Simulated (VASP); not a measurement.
The system is TiAl.

```
Ti Al
1.0
     3.17906    0.00000    0.00000
     0.00000    3.17906    0.00000
     0.00000    0.00000    3.17906
Ti Al
1 1
Cartesian
  0.0000 0.0000 0.0000
  1.5895 1.5895 1.5895
```

| Item | Value |
| --- | --- |
| Program | VASP 6.6.1 |
| Task | relaxation of cell and atoms |
| Functional | HF |
| Potentials or basis | VASP PAW PBE potentials, release 64 (Ti_sv, Al) |
| Cutoff | 600 eV |
| k mesh | 4 × 4 × 4 |
| Occupations | fermi-dirac, width 0.05 eV |
| Spin | no spin polarisation |

At the start: pressure 5.5 GPa; volume 16.06 Å³/atom.

Task: Where does the relaxation end?

Result: Over 3 steps the energy falls by 12.3 meV/atom and the volume is 16.81 Å³/atom (+4.6 %); space group Pm-3m (No. 221, to 0.1 Å) before and after.

The path:
```
step  energy change (eV)  largest force (eV/Å)  pressure (GPa)  volume (Å³)
   1              0.0000                0.0000            5.51        32.13
   2             -0.0115                0.0000           -3.52        34.77
   3             -0.0246                0.0000           -0.01        33.62
```

Final structure:
```
Ti Al
1.0
     3.22743    0.00000    0.00000
     0.00000    3.22743    0.00000
     0.00000    0.00000    3.22743
Ti Al
1 1
Cartesian
  0.0000 0.0000 0.0000
  1.6137 1.6137 1.6137
```

Caveat: the k points lie up to 0.49 Å⁻¹ apart in the final cell, too coarse for converged energies and pressures of a metal; the PAW data sets were made with another functional, which shifts forces and pressure a little.
